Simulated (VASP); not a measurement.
# TiO2 (Pbca) in VASP: electric field gradients with r2SCAN

Aim: the electric field gradients of TiO2 with r2SCAN.

Everything below comes from runs of VASP 6.6.1. Logs are shortened: lines on timing, memory, paths and dates and some standing lists are left out, and cuts for length are marked.

### 1 The cell of the first run

Symmetry: Pbca, No. 61, orthorhombic system. The conventional cell has a = 5.149 Å, b = 9.194 Å, c = 5.459 Å, α = 90.00°, β = 90.00°, γ = 90.00°. Ti (site symmetry 1) has 6 O at 1.87 to 2.05 Å within 2.5 Å. O (site symmetry 1) has 3 Ti at 1.92 to 2.05 Å and 1 O at 2.53 Å within 2.6 Å. Within 2.6 Å of O (site symmetry 1) lie 3 Ti at 1.87 to 2.00 Å and 2 O at 2.50 to 2.53 Å.

### 2 Electric field gradients, r2SCAN

File POSCAR:

```
TiO2
1.0
    5.1491190800      0.0000000000      0.0000000000
    0.0000000000      9.1942033000      0.0000000000
    0.0000000000      0.0000000000      5.4591221900
Ti O
8 16
Direct
    0.1379105100      0.3710305100      0.4025823800
    0.6379105100      0.1289694900      0.5974176200
    0.3620894900      0.6289694900      0.9025823800
    0.8620894900      0.8710305100      0.0974176200
    0.8620894900      0.6289694900      0.5974176200
    0.3620894900      0.8710305100      0.4025823800
    0.6379105100      0.3710305100      0.0974176200
    0.1379105100      0.1289694900      0.9025823800
    0.4647101200      0.2697099600      0.3899939800
    0.9647101200      0.2302900400      0.6100060200
    0.0352898800      0.7302900400      0.8899939800
    0.5352898800      0.7697099600      0.1100060200
    0.5352898800      0.7302900400      0.6100060200
    0.0352898800      0.7697099600      0.3899939800
    0.9647101200      0.2697099600      0.1100060200
    0.4647101200      0.2302900400      0.8899939800
    0.8166313300      0.0104794700      0.8511885900
    0.3166313300      0.4895205300      0.1488114100
    0.6833686700      0.9895205300      0.3511885900
    0.1833686700      0.5104794700      0.6488114100
    0.1833686700      0.9895205300      0.1488114100
    0.6833686700      0.5104794700      0.8511885900
    0.3166313300      0.0104794700      0.6488114100
    0.8166313300      0.4895205300      0.3511885900
```

File INCAR.step1:

```
PREC = Accurate
ENCUT = 520
ISMEAR = -1
SIGMA = 0.02
LREAL = Auto
LASPH = True
NELM = 60
NBANDS = 114
GGA = PE
ALGO = Normal
EDIFF = 1E-4
LWAVE = True
LCHARG = False
KPAR = 4
```

File INCAR.step2:

```
PREC = Accurate
ENCUT = 520
EDIFF = 1E-8
ISMEAR = -1
SIGMA = 0.02
LREAL = Auto
LASPH = True
NELM = 60
ALGO = Normal
ISIF = 2
LWAVE = False
LCHARG = False
METAGGA = R2SCAN
LMIXTAU = True
LEFG = True
NBANDS = 114
ISTART = 1
KPAR = 4
```

File KPOINTS:

```
Automatic mesh
0
Gamma
  5 3 5
```

Potentials or basis: VASP PAW PBE potentials, release 64 (Ti_sv, O).

Launch:

```bash
$ cat potpaw_PBE.64/Ti_sv/POTCAR potpaw_PBE.64/O/POTCAR > POTCAR
$ cp INCAR.step1 INCAR
$ mpirun -np 4 vasp_std > vasp.out
$ cp INCAR.step2 INCAR
$ mpirun -np 4 vasp_std > vasp.out
```

OUTCAR:

```text
PREC = Accurate
   ENCUT = 520
   EDIFF = 1E-8
   ISMEAR = -1
   LREAL = Auto
   LASPH = True
   NELM = 60
   ISIF = 2
   METAGGA = R2SCAN
   ISTART = 1

 ion  position               nearest neighbor table
   1  0.138  0.371  0.403-  20 1.87   9 1.92  10 1.94  18 1.99  24 2.00  15 2.05
   2  0.638  0.129  0.597-  19 1.87  10 1.92   9 1.94  17 1.99  23 2.00  16 2.05
   3  0.362  0.629  0.903-  18 1.87  11 1.92  12 1.94  20 1.99  22 2.00  13 2.05
   4  0.862  0.871  0.097-  17 1.87  12 1.92  11 1.94  19 1.99  21 2.00  14 2.05
   5  0.862  0.629  0.597-  24 1.87  13 1.92  14 1.94  22 1.99  20 2.00  11 2.05
   6  0.362  0.871  0.403-  23 1.87  14 1.92  13 1.94  21 1.99  19 2.00  12 2.05
   7  0.638  0.371  0.097-  22 1.87  15 1.92  16 1.94  24 1.99  18 2.00   9 2.05
   8  0.138  0.129  0.903-  21 1.87  16 1.92  15 1.94  23 1.99  17 2.00  10 2.05
   9  0.465  0.270  0.390-   1 1.92   2 1.94   7 2.05
  10  0.965  0.230  0.610-   2 1.92   1 1.94   8 2.05
  11  0.035  0.730  0.890-   3 1.92   4 1.94   5 2.05
  12  0.535  0.770  0.110-   4 1.92   3 1.94   6 2.05
  13  0.535  0.730  0.610-   5 1.92   6 1.94   3 2.05
  14  0.035  0.770  0.390-   6 1.92   5 1.94   4 2.05
[... 8 lines left out ...]
  23  0.317  0.010  0.649-   6 1.87   8 1.99   2 2.00
  24  0.817  0.490  0.351-   5 1.87   7 1.99   1 2.00

  LATTYP: Found a simple orthorhombic cell.
 ALAT       =     5.1491190800
 B/A-ratio  =     1.0602050769
 C/A-ratio  =     1.7855876233

  Lattice vectors:

 A1 = (  -5.1491190800,   0.0000000000,   0.0000000000)
 A2 = (   0.0000000000,   0.0000000000,   5.4591221900)
 A3 = (   0.0000000000,   9.1942033000,   0.0000000000)

Analysis of symmetry for initial positions (statically):
=====================================================================
 Subroutine PRICEL returns:
 Original cell was already a primitive cell.

 Routine SETGRP: Setting up the symmetry group for a
 simple orthorhombic supercell.

 Subroutine GETGRP returns: Found  8 space group operations
 (whereof  2 operations were pure point group operations)
 out of a pool of  8 trial point group operations.

The static configuration has the point symmetry S_2 .
 The point group associated with its full space group is D_2h.

Analysis of symmetry for dynamics (positions and initial velocities):
=====================================================================
[... 2205 lines left out ...]
  Direction    XX          YY          ZZ          XY          YZ          ZX
  --------------------------------------------------------------------------------------
  -------------------------------------------------------------------------------------
  Total        0.1202071     -0.1158014     -0.0816270      0.0000000      0.0000000      0.0000000
  in kB        0.7451965     -0.7178846     -0.5060278      0.0000000      0.0000000      0.0000000
  external PRESSURE =      -0.1595720 kB  Pullay stress =       0.0000000 kB

 VOLUME and BASIS-vectors are now :
 -----------------------------------------------------------------------------
  energy-cutoff  :      520.00
  volume of cell :      258.45
      direct lattice vectors                 reciprocal lattice vectors
     5.149119080  0.000000000  0.000000000     0.194207977  0.000000000  0.000000000
     0.000000000  9.194203300  0.000000000     0.000000000  0.108764182  0.000000000
     0.000000000  0.000000000  5.459122190     0.000000000  0.000000000  0.183179633

 POSITION                                       TOTAL-FORCE (eV/Angst)
 -----------------------------------------------------------------------------------
      0.71012      3.41133      2.19775         0.004257      0.013928      0.004553
      3.28468      1.18577      3.26138         0.004257     -0.013928     -0.004553
      1.86444      5.78287      4.92731        -0.004257     -0.013928      0.004553
      4.43900      8.00843      0.53181        -0.004257      0.013928     -0.004553
      4.43900      5.78287      3.26138        -0.004257     -0.013928     -0.004553
      1.86444      8.00843      2.19775        -0.004257      0.013928      0.004553
[... 16 lines left out ...]
      1.63037      0.09635      3.54194         0.020230     -0.005413     -0.007791
      4.20493      4.50075      1.91718         0.020230      0.005413      0.007791
 -----------------------------------------------------------------------------------
    total drift:                               -0.000000      0.000000      0.000000

  FREE ENERGIE OF THE ION-ELECTRON SYSTEM (eV)
  ---------------------------------------------------
  free  energy   TOTEN  =      -279.3464957731 eV

  energy  without entropy=     -279.3464957730  energy(sigma->0) =     -279.34649577

 Electric field gradients (V/A^2)
---------------------------------------------------------------------
 ion       V_xx      V_yy      V_zz      V_xy      V_xz      V_yz
---------------------------------------------------------------------
   1      -1.054    -6.667     7.721     5.211    11.905    -7.557
   2      -1.054    -6.667     7.721    -5.211   -11.905    -7.557
   3      -1.054    -6.667     7.721     5.211   -11.905     7.557
   4      -1.054    -6.667     7.721    -5.211    11.905     7.557
   5      -1.054    -6.667     7.721     5.211    11.905    -7.557
   6      -1.054    -6.667     7.721    -5.211   -11.905    -7.557
[... 16 lines left out ...]
  23       1.991    -0.992    -0.999    -1.487   -12.078    15.531
  24       1.991    -0.992    -0.999     1.487    12.078    15.531
---------------------------------------------------------------------

 Electric field gradients after diagonalization (V/A^2)
 (convention: |V_zz| > |V_xx| > |V_yy|)
----------------------------------------------------------------------
 ion       V_xx      V_yy      V_zz     asymmetry (V_yy - V_xx)/ V_zz
----------------------------------------------------------------------
   1      16.531     0.316   -16.847       0.962
   2      16.531     0.316   -16.847       0.962
   3      16.531     0.316   -16.847       0.962
   4      16.531     0.316   -16.847       0.962
   5      16.531     0.316   -16.847       0.962
   6      16.531     0.316   -16.847       0.962
[... 16 lines left out ...]
  23     -19.511    -0.577    20.088       0.943
  24     -19.511    -0.577    20.088       0.943
----------------------------------------------------------------------

           NMR quadrupolar parameters

 Cq : quadrupolar parameter    Cq=e*Q*V_zz/h
 eta: asymmetry parameters     (V_yy - V_xx)/ V_zz
 Q  : nuclear electric quadrupole moment in mb (millibarn)
----------------------------------------------------------------------
 ion       Cq(MHz)       eta       Q (mb)
----------------------------------------------------------------------
   1      -0.041       0.962       1.000
   2      -0.041       0.962       1.000
   3      -0.041       0.962       1.000
   4      -0.041       0.962       1.000
   5      -0.041       0.962       1.000
   6      -0.041       0.962       1.000
[... 16 lines left out ...]
  23       0.049       0.943       1.000
  24       0.049       0.943       1.000
----------------------------------------------------------------------
```

OUTCAR.step1:

```text
PREC = Accurate
   ENCUT = 520
   ISMEAR = -1
   LREAL = Auto
   LASPH = True
[... 2285 lines left out ...]
      4.43900      5.78287      3.26138        -0.039599      0.024695     -0.062203
      1.86444      8.00843      2.19775        -0.039599     -0.024695      0.062203
[... 16 lines left out ...]
      1.63037      0.09635      3.54194        -0.063800     -0.074253      0.000880
      4.20493      4.50075      1.91718        -0.063800      0.074253     -0.000880
 -----------------------------------------------------------------------------------
    total drift:                               -0.000000      0.000000      0.000000

  FREE ENERGIE OF THE ION-ELECTRON SYSTEM (eV)
  ---------------------------------------------------
  free  energy   TOTEN  =      -215.0269909442 eV

  energy  without entropy=     -215.0269909441  energy(sigma->0) =     -215.02699094
```

OSZICAR.step1:

```text
N       E                     dE             d eps       ncg     rms          rms(c)
DAV:   1     0.325862132832E+04    0.32586E+04   -0.94064E+04  4104   0.201E+03
DAV:   2     0.481372094912E+03   -0.27772E+04   -0.26607E+04  4104   0.638E+02
DAV:   3    -0.218684038014E+03   -0.70006E+03   -0.67618E+03  5056   0.271E+02
DAV:   4    -0.279265172460E+03   -0.60581E+02   -0.60370E+02  5712   0.886E+01
DAV:   5    -0.283851573602E+03   -0.45864E+01   -0.45844E+01  6536   0.195E+01    0.635E+01
DAV:   6    -0.216838389684E+03    0.67013E+02   -0.46083E+02  5708   0.104E+02    0.249E+01
DAV:   7    -0.215603440624E+03    0.12349E+01   -0.73250E+01  5872   0.336E+01    0.151E+01
DAV:   8    -0.216012653815E+03   -0.40921E+00   -0.19337E+01  5624   0.209E+01    0.929E+00
DAV:   9    -0.215028933733E+03    0.98372E+00   -0.10110E+01  5686   0.143E+01    0.263E+00
DAV:  10    -0.215028065114E+03    0.86862E-03   -0.70977E-01  6150   0.334E+00    0.488E-01
DAV:  11    -0.215026407328E+03    0.16578E-02   -0.51067E-02  5622   0.827E-01    0.229E-01
DAV:  12    -0.215027131350E+03   -0.72402E-03   -0.44221E-03  5718   0.287E-01    0.149E-01
DAV:  13    -0.215027049617E+03    0.81732E-04   -0.36095E-03  5328   0.238E-01    0.897E-02
DAV:  14    -0.215026990944E+03    0.58673E-04   -0.31701E-04  3580   0.900E-02
   1 F= -.21502699E+03 E0= -.21502699E+03  d E =-.767834E-11
```

Run time: 33 min. Hardware: 4 MPI ranks of Oxide Virtual Turin-like, shared host; peak memory 0.57 GiB.

Results:

```yaml
Free_energy: -279.3465 eV
Pressure: 0.0 GPa
Largest_force: 0.022 eV/Å
Band_gap_on_the_k_mesh: 2.68 eV
Largest_electric_field_gradient_by_atom: Ti -16.8; O -24.1, +20.1 (each value once) V/Å²
```

Forces on the atoms (eV/Å):
```
Ti   0.004  0.014  0.005
Ti   0.004 -0.014 -0.005
Ti  -0.004 -0.014  0.005
Ti  -0.004  0.014 -0.005
Ti  -0.004 -0.014 -0.005
Ti  -0.004  0.014  0.005
Ti   0.004  0.014 -0.005
Ti   0.004 -0.014  0.005
O   -0.004  0.003 -0.010
O   -0.004 -0.003  0.010
O    0.004 -0.003 -0.010
O    0.004  0.003  0.010
O    0.004 -0.003  0.010
O    0.004  0.003 -0.010
O   -0.004  0.003  0.010
O   -0.004 -0.003 -0.010
O    0.020 -0.005  0.008
O    0.020  0.005 -0.008
O   -0.020  0.005  0.008
O   -0.020 -0.005 -0.008
O   -0.020  0.005 -0.008
O   -0.020 -0.005  0.008
O    0.020 -0.005 -0.008
O    0.020  0.005  0.008
```

Electric field gradients, principal values (V/Å²):
```csv
atom,least,middle,greatest (by size)
1 Ti,0.316,16.531,-16.847
2 Ti,0.316,16.531,-16.847
3 Ti,0.316,16.531,-16.847
4 Ti,0.316,16.531,-16.847
5 Ti,0.316,16.531,-16.847
6 Ti,0.316,16.531,-16.847
7 Ti,0.316,16.531,-16.847
8 Ti,0.316,16.531,-16.847
9 O,2.163,21.913,-24.076
10 O,2.163,21.913,-24.076
11 O,2.163,21.913,-24.076
12 O,2.163,21.913,-24.076
13 O,2.163,21.913,-24.076
14 O,2.163,21.913,-24.076
15 O,2.163,21.913,-24.076
16 O,2.163,21.913,-24.076
17 O,-0.577,-19.511,20.088
18 O,-0.577,-19.511,20.088
19 O,-0.577,-19.511,20.088
20 O,-0.577,-19.511,20.088
21 O,-0.577,-19.511,20.088
22 O,-0.577,-19.511,20.088
23 O,-0.577,-19.511,20.088
24 O,-0.577,-19.511,20.088
```

Caveat: without QUAD_EFG the Cq values of the log hold for a quadrupole moment of 1 mb, not for the nuclei; the PAW data sets were made with another functional, which shifts forces and pressure a little. A k mesh can miss the band edges.
